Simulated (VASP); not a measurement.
# Li (Im-3m) in VASP: notebook

Runs on Li. Level: LDA. Tasks: single point, relaxation of cell and atoms.

Program: VASP 6.6.1. These are calculated values, not measurements. Logs are shortened: lines on timing, memory, paths and dates and some standing lists are left out, and cuts for length are marked.

## Step 1: The cell of the first run

It takes space group Im-3m (No. 229, cubic). The conventional cell has a = 3.362 Å, b = 3.362 Å, c = 3.362 Å, α = 90.00°, β = 90.00°, γ = 90.00°. Within 3.8 Å of Li (site symmetry m-3m) lie 14 Li at 2.91 to 3.36 Å.

## Step 2: Single point, LDA

The input, INCAR:

```
SYSTEM = Li
ALGO     = Normal         ! electronic algorithm
EDIFF    = 1E-6           ! SCF threshold, eV
ENCUT    = 520            ! plane-wave cutoff, eV
GGA      = CA             ! functional
ISIF     = 2              ! what is computed and relaxed
ISMEAR   = 1              ! smearing method
LASPH    = .True.         ! aspherical terms in the spheres
LCHARG   = .False.        ! write CHGCAR
LREAL    = .False.        ! projectors in reciprocal space
LWAVE    = .False.        ! write WAVECAR
NBANDS   = 10             ! bands
NELM     = 100            ! most SCF steps
PREC     = Accurate       ! precision mode
SIGMA    = 0.1            ! smearing width, eV
```

The input, KPOINTS:

```
k-points
0
Gamma
  20 20 20
  0 0 0
```

The input, POSCAR:

```
Li
1.0
    3.3622172865      0.0000000000      0.0000000000
    0.0000000000      3.3622172865      0.0000000000
    0.0000000000      0.0000000000      3.3622172865
Li
2
Direct
    0.0000000000      0.0000000000      0.0000000000
    0.5000000000      0.5000000000      0.5000000000
```

Potentials or basis: VASP PAW LDA potentials, release 64 (Li_sv).

The run is started by

```console
> cat potpaw_LDA.64/Li_sv/POTCAR > POTCAR
> mpirun -np 1 vasp_std > vasp.out
```

OUTCAR:

```text
SYSTEM = Li
   EDIFF = 1E-6
   ENCUT = 520
   GGA = CA
   ISIF = 2
   ISMEAR = 1
   LASPH = .True.
   LREAL = .False.
   NELM = 100
   PREC = Accurate

 ion  position               nearest neighbor table
   1  0.000  0.000  0.000-
   2  0.500  0.500  0.500-

  LATTYP: Found a simple cubic cell.
 ALAT       =     3.3622172865

  Lattice vectors:

 A1 = (   3.3622172865,   0.0000000000,   0.0000000000)
 A2 = (   0.0000000000,   3.3622172865,   0.0000000000)
 A3 = (   0.0000000000,   0.0000000000,   3.3622172865)

Analysis of symmetry for initial positions (statically):
=====================================================================
 Subroutine PRICEL returns following result:

  LATTYP: Found a body centered cubic cell.
 ALAT       =     3.3622172865

  Lattice vectors:

 A1 = (   1.6811086432,   1.6811086433,  -1.6811086432)
 A2 = (  -1.6811086432,   1.6811086432,   1.6811086432)
 A3 = (   1.6811086432,  -1.6811086432,   1.6811086433)

   2 primitive cells build up your supercell.

 Routine SETGRP: Setting up the symmetry group for a
 simple cubic supercell.

 Subroutine GETGRP returns: Found 48 space group operations
 (whereof 48 operations were pure point group operations)
 out of a pool of 48 trial point group operations.

The static configuration has the point symmetry O_h .

Analysis of symmetry for dynamics (positions and initial velocities):
=====================================================================
 Subroutine PRICEL returns following result:

  LATTYP: Found a body centered cubic cell.
 ALAT       =     3.3622172865

  Lattice vectors:

 A1 = (   1.6811086432,   1.6811086433,  -1.6811086432)
 A2 = (  -1.6811086432,   1.6811086432,   1.6811086432)
 A3 = (   1.6811086432,  -1.6811086432,   1.6811086433)

   2 primitive cells build up your supercell.

 Routine SETGRP: Setting up the symmetry group for a
 simple cubic supercell.

 Subroutine GETGRP returns: Found 48 space group operations
 (whereof 48 operations were pure point group operations)
 out of a pool of 48 trial point group operations.

The dynamic configuration has the point symmetry O_h .

 Subroutine INISYM returns: Found 48 space group operations
 (whereof 48 operations are pure point group operations),
[... 94 lines left out ...]
   EDIFF  = 0.1E-05   stopping-criterion for ELM
   LREAL  =      F    real-space projection
   EDIFFG = 0.1E-04   stopping-criterion for IOM
   NSW    =      0    number of steps for IOM
   IBRION =     -1    ionic relax: 0-MD 1-quasi-New 2-CG
   NFREE  =      0    steps in history (QN), initial steepest desc. (CG)
   ISIF   =      2    stress and relaxation
   ISYM   =      2    0-nonsym 1-usesym 2-fastsym
   POTIM  = 0.5000    time-step for ionic-motion
   TEBEG  =    0.0;   TEEND  =   0.0 temperature during run
   PSTRESS=    0.0 pullay stress
   NELECT =       6.0000    total number of electrons
   NUPDOWN=      -1.0000    fix difference up-down
   EMIN   =  10.00;   EMAX   =-10.00  energy-range for DOS
   EFERMI =   0.00;   METHOD = LEGACY
   ISMEAR =     1;   SIGMA  =   0.10  broadening in eV -4-tet -1-fermi 0-gaus
   EFERMI_NEDOS =   21; number of points for ismear=-14 and -15
   IALGO  =     38    algorithm
   IMIX   =      4    mixing-type and parameters
     AMIX     =   0.40;   BMIX     =  1.00
     AMIX_MAG =   1.60;   BMIX_MAG =  1.00
  volume/ion in A,a.u.               =      19.00       128.25
  Fermi-wavevector in a.u.,A,eV,Ry     =   0.884775  1.671982 10.651003  0.782827
  Thomas-Fermi vector in A             =   2.005720
   LORBIT       =      0    0 simple, 1 ext, 2 COOP (PROOUT), +10 PAW based schemes
   GGA     = CA    functional components
   LHFCALC =     F    Hartree Fock is set to
   AEXX    =    0.0000 exact exchange contribution
   IVDW    =     0    specifies the selected vdW correction
   LEPSILON=     F    determine dielectric tensor
   LRPA    =     F    only Hartree local field effects (RPA)
 non-spin polarized calculation
 Methfessel and Paxton  Order N= 1 SIGMA  =   0.10
  energy-cutoff  :      520.00
  volume of cell :       38.01
 maximum number of plane-waves:      1064
 NGX is ok and might be reduce to    28
   NGX = 13   NGY = 13   NGZ = 13

 number of electron       5.9999978 magnetization

 Free energy of the ion-electron system (eV)
  ---------------------------------------------------
  ext. energy  EPLUGINS =         0.00000000
  ---------------------------------------------------
  free energy    TOTEN  =        -4.08819491 eV

  energy without entropy =       -4.08773833  energy(sigma->0) =       -4.08804272

 E-fermi :   0.8173     XC(G=0):  -7.3087

 val. band max:        0.7971020289   @ k =   0.4000   0.0500   0.0500
 cond. band min:       0.8175554418   @ k =   0.4000   0.4000   0.2500
 fundamental gap:      0.0204534130
 Fermi energy:         0.8172859940

 k-point     1 :       0.0000    0.0000    0.0000
  band No.  band energies     occupation
      1     -44.7371      2.00000
      2     -44.6904      2.00000
      3      -2.7861      2.00000
      4       6.4520      0.00000
      5       6.4520      0.00000
      6       6.4520      0.00000
      7       8.9282      0.00000
      8       8.9282      0.00000
      9      15.6976      0.00000
     10      15.8063      0.00000
[... 287 lines left out ...]
 k-point    24 :       0.2000    0.1000    0.0000
  band No.  band energies     occupation
      1     -44.7307      2.00000
      2     -44.6948      2.00000
      3      -2.3102      2.00000
      4       3.6304      0.00000
      5       6.0436      0.00000
      6       7.0868      0.00000
      7      10.4653      0.00000
      8      12.7453      0.00000
      9      13.0637      0.00000
     10      13.9243      0.00000

 [... further k-points ...]

------------------------ aborting loop because EDIFF is reached ----------------------------------------

  FORCE on cell =-STRESS in cart. coord.  units (eV):
  Direction    XX          YY          ZZ          XY          YZ          ZX
  --------------------------------------------------------------------------------------
  -------------------------------------------------------------------------------------
  Total       -0.0268512     -0.0268512     -0.0268512      0.0000000      0.0000000     -0.0000000
  in kB       -1.1318703     -1.1318703     -1.1318703      0.0000000      0.0000000     -0.0000000
  external PRESSURE =      -1.1318703 kB  Pullay stress =       0.0000000 kB

 VOLUME and BASIS-vectors are now :
 -----------------------------------------------------------------------------
  energy-cutoff  :      520.00
  volume of cell :       38.01
      direct lattice vectors                 reciprocal lattice vectors
     3.362217286  0.000000000  0.000000000     0.297422776  0.000000000  0.000000000
     0.000000000  3.362217286  0.000000000     0.000000000  0.297422776  0.000000000
     0.000000000  0.000000000  3.362217286     0.000000000  0.000000000  0.297422776

 POSITION                                       TOTAL-FORCE (eV/Angst)
 -----------------------------------------------------------------------------------
      0.00000      0.00000      0.00000         0.000000     -0.000000      0.000000
      1.68111      1.68111      1.68111        -0.000000      0.000000     -0.000000
 -----------------------------------------------------------------------------------
    total drift:                                0.000000      0.000000      0.000000

  FREE ENERGIE OF THE ION-ELECTRON SYSTEM (eV)
  ---------------------------------------------------
  free  energy   TOTEN  =        -4.0881949110 eV

  energy  without entropy=       -4.0877383266  energy(sigma->0) =       -4.08804272
```

stdout:

```text
POSCAR found type information on POSCAR Li
 POSCAR found :  1 types and       2 ions
 scaLAPACK will be used
 LDA part: xc-table for (Slater(with rela. corr.)+CA(PZ))
 , standard interpolation
 POSCAR, INCAR and KPOINTS ok, starting setup
 FFT: planning ... GRIDC
 FFT: planning ... GRID_SOFT
 FFT: planning ... GRID
 WAVECAR not read
 entering main loop
```

It took 27 s on 1 thread of AMD EPYC 9R45 (Zen 5), shared host; peak memory 0.16 GiB.

Results:

```yaml
Free_energy: -4.0882 eV
Band_gap_on_the_k_mesh: zero (bands 3 and 4 overlap by 4.62 eV)
```

Levels at points of the mesh, in eV from the Fermi level:
```tsv
k point	band 1	band 2	band 3	band 4	band 5	band 6	band 7
(0.00, 0.00, 0.00)	-45.55	-45.51	-3.60	5.63	5.63	5.63	8.11
(0.50, 0.00, 0.00)	-45.53	-45.53	-1.17	-1.17	8.77	8.77	8.77
(0.50, 0.50, 0.00)	-45.53	-45.53	0.18	0.18	3.49	3.49	10.62
(0.50, 0.50, 0.50)	-45.52	-45.52	3.45	3.45	3.45	3.45	3.45
```

Caveat: the cutoff is under 1.25 times the usual one of these potentials, so pressure, stress and relaxed cells hold a basis-set (Pulay) error.

## Step 3: Relaxation of cell and atoms, LDA

This run uses another cell than the first one, of 20.53 Å³/atom.

The input, INCAR:

```
PREC = Accurate ; ENCUT = 600
EDIFF = 1E-7 ; ISMEAR = 1
SIGMA = 0.1 ; LREAL = F
LASPH = T ; NELM = 100
ALGO = Normal ; ISIF = 3
LWAVE = F ; LCHARG = F
IBRION = 2 ; NSW = 80
EDIFFG = -0.005
```

The input, KPOINTS:

```
Automatic mesh
0
Gamma
  20 20 20
```

The input, POSCAR:

```
Li
1.0
    3.4500000000      0.0000000000      0.0000000000
    0.0000000000      3.4500000000      0.0000000000
    0.0000000000      0.0000000000      3.4500000000
Li
2
Direct
    0.0000000000      0.0000000000      0.0000000000
    0.5000000000      0.5000000000      0.5000000000
```

Potentials or basis: VASP PAW LDA potentials, release 64 (Li_sv).

The run is started by

```console
> cat potpaw_LDA.64/Li_sv/POTCAR > POTCAR
> mpirun -np 1 vasp_std > vasp.out
```

OUTCAR:

```text
PREC = Accurate
   ENCUT = 600
   EDIFF = 1E-7
   ISMEAR = 1
   LREAL = F
   LASPH = T
   NELM = 100
   ISIF = 3
   IBRION = 2
   NSW = 80
   EDIFFG = -0.005

 ion  position               nearest neighbor table
   1  0.000  0.000  0.000-
   2  0.500  0.500  0.500-

  LATTYP: Found a simple cubic cell.
 ALAT       =     3.4500000000

  Lattice vectors:

 A1 = (   3.4500000000,   0.0000000000,   0.0000000000)
 A2 = (   0.0000000000,   3.4500000000,   0.0000000000)
 A3 = (   0.0000000000,   0.0000000000,   3.4500000000)

Analysis of symmetry for initial positions (statically):
=====================================================================
 Subroutine PRICEL returns following result:

  LATTYP: Found a body centered cubic cell.
 ALAT       =     3.4500000000

  Lattice vectors:

 A1 = (   1.7250000000,   1.7250000000,  -1.7250000000)
 A2 = (  -1.7250000000,   1.7250000000,   1.7250000000)
 A3 = (   1.7250000000,  -1.7250000000,   1.7250000000)

   2 primitive cells build up your supercell.
[... 187 lines left out ...]
  -------------------------------------------------------------------------------------
  Total       -0.2949404     -0.2949404     -0.2949404      0.0000000     -0.0000000      0.0000000
  in kB      -11.5076756    -11.5076756    -11.5076756      0.0000000     -0.0000000      0.0000000
  external PRESSURE =     -11.5076756 kB  Pullay stress =       0.0000000 kB
[... 95 lines left out ...]
--------------------------------------- Ionic step        4  -------------------------------------------

 number of electron       5.9999978 magnetization

 Free energy of the ion-electron system (eV)
  ---------------------------------------------------
  ext. energy  EPLUGINS =         0.00000000
  ---------------------------------------------------
  free energy    TOTEN  =        -4.09131385 eV

  energy without entropy =       -4.09086659  energy(sigma->0) =       -4.09116476

 E-fermi :   0.8607     XC(G=0):  -7.3465

 val. band max:        0.8431318132   @ k =   0.4000   0.0500   0.0500
 cond. band min:       0.8612600293   @ k =   0.4000   0.4000   0.2500
 fundamental gap:      0.0181282161
 Fermi energy:         0.8607186503

 k-point     1 :       0.0000    0.0000    0.0000
  band No.  band energies     occupation
      1     -44.6645      2.00000
      2     -44.6156      2.00000
      3      -2.7626      2.00000
      4       6.5500      0.00000
      5       6.5500      0.00000
      6       6.5500      0.00000
      7       9.0403      0.00000
[... 221 lines left out ...]
 k-point    24 :       0.2000    0.1000    0.0000
  band No.  band energies     occupation
      1     -44.6578      2.00000
      2     -44.6202      2.00000
      3      -2.2846      2.00000
      4       3.6990      0.00000
      5       6.1381      0.00000
      6       7.1913      0.00000
      7      10.5962      0.00000

 [... further k-points ...]

------------------------ aborting loop because EDIFF is reached ----------------------------------------

  FORCE on cell =-STRESS in cart. coord.  units (eV):
  Direction    XX          YY          ZZ          XY          YZ          ZX
  --------------------------------------------------------------------------------------
  -------------------------------------------------------------------------------------
  Total        0.0038274      0.0038274      0.0038274      0.0000000      0.0000000     -0.0000000
  in kB        0.1637227      0.1637227      0.1637227      0.0000000      0.0000000     -0.0000000
  external PRESSURE =       0.1637227 kB  Pullay stress =       0.0000000 kB
[... 17 lines left out ...]
  FREE ENERGIE OF THE ION-ELECTRON SYSTEM (eV)
  ---------------------------------------------------
  free  energy   TOTEN  =        -4.0913138503 eV

  energy  without entropy=       -4.0908665871  energy(sigma->0) =       -4.09116476

 reached required accuracy - stopping structural energy minimisation
```

OSZICAR:

```text
N       E                     dE             d eps       ncg     rms          rms(c)
DAV:   1     0.492284955161E+01    0.49228E+01   -0.27592E+03  4004   0.843E+02
DAV:   2    -0.262125051830E+01   -0.75441E+01   -0.73792E+01  5397   0.814E+01
[... 29 lines left out ...]
DAV:   1    -0.409292479158E+01   -0.20901E-02   -0.55205E-02  6629   0.253E+00    0.477E-01
DAV:   2    -0.409197717005E+01    0.94762E-03   -0.42242E-03  4207   0.663E-01    0.300E-01
DAV:   3    -0.409134740461E+01    0.62977E-03   -0.25216E-03  7798   0.314E-01    0.738E-02
DAV:   4    -0.409131000969E+01    0.37395E-04   -0.94267E-05  5089   0.118E-01    0.127E-02
DAV:   5    -0.409131404697E+01   -0.40373E-05   -0.26777E-05  6048   0.446E-02    0.425E-03
DAV:   6    -0.409131385724E+01    0.18973E-06   -0.67588E-07  4249   0.115E-02    0.378E-04
DAV:   7    -0.409131385032E+01    0.69263E-08   -0.96303E-08  2338   0.353E-03
   4 F= -.40913139E+01 E0= -.40911648E+01  d E =-.137251E-01
```

CONTCAR:

```text
Li
   1.00000000000000
     3.3458270528953999    0.0000000000000000    0.0000000000000001
     0.0000000000000000    3.3458270528953999    0.0000000000000001
    -0.0000000000000000   -0.0000000000000000    3.3458270528953999
  Li
     2
Direct
     0.0000000000000000    0.0000000000000000    0.0000000000000000
     0.5000000000000000    0.5000000000000000    0.5000000000000000

  0.00000000E+00  0.00000000E+00  0.00000000E+00
  0.00000000E+00  0.00000000E+00  0.00000000E+00
```

Wall time 70 s (1 thread of AMD EPYC 9R45 (Zen 5), shared host); peak memory 0.17 GiB.

Results:

| Item | Value |
| --- | --- |
| Free energy | -4.0913 eV |
| Relaxed volume | 18.73 Å³/atom |
| Relaxed cell | a = 3.346 Å, b = 3.346 Å, c = 3.346 Å, α = 90.00°, β = 90.00°, γ = 90.00° |
| Space group after relaxing (to 0.1 Å) | Im-3m (No. 229) |
| Energy gained by relaxing | 6.9 meV/atom |
| Ionic steps | 4 |
| Pressure after relaxing | 0.0 GPa |
| Band gap on the k mesh | zero (bands 3 and 4 overlap by 4.66 eV) |

Step by step:
| step | energy change (eV) | largest force (eV/Å) | pressure (GPa) | volume (Å³) |
| --- | --- | --- | --- | --- |
| 1 | 0.0000 | 0.0000 | -1.15 | 41.06 |
| 2 | -0.0056 | 0.0000 | -0.91 | 40.19 |
| 3 | -0.0132 | 0.0000 | -0.24 | 38.13 |
| 4 | -0.0137 | 0.0000 | 0.02 | 37.46 |

Final structure:
```cif
data_structure
_symmetry_space_group_name_H-M 'P 1'
_symmetry_Int_Tables_number 1
_cell_length_a 3.3458
_cell_length_b 3.3458
_cell_length_c 3.3458
_cell_angle_alpha 90.000
_cell_angle_beta 90.000
_cell_angle_gamma 90.000
_cell_volume 37.46
loop_
_atom_site_label
_atom_site_type_symbol
_atom_site_fract_x
_atom_site_fract_y
_atom_site_fract_z
_atom_site_occupancy
Li1 Li 0.00000 0.00000 0.00000 1
Li2 Li 0.50000 0.50000 0.50000 1
```

Caveat: the cutoff is under 1.25 times the usual one of these potentials, so pressure, stress and relaxed cells hold a basis-set (Pulay) error.

(Continued in part 2 of 2.)

The gap in the log of VASP goes by the Fermi energy; the results here count the filled bands.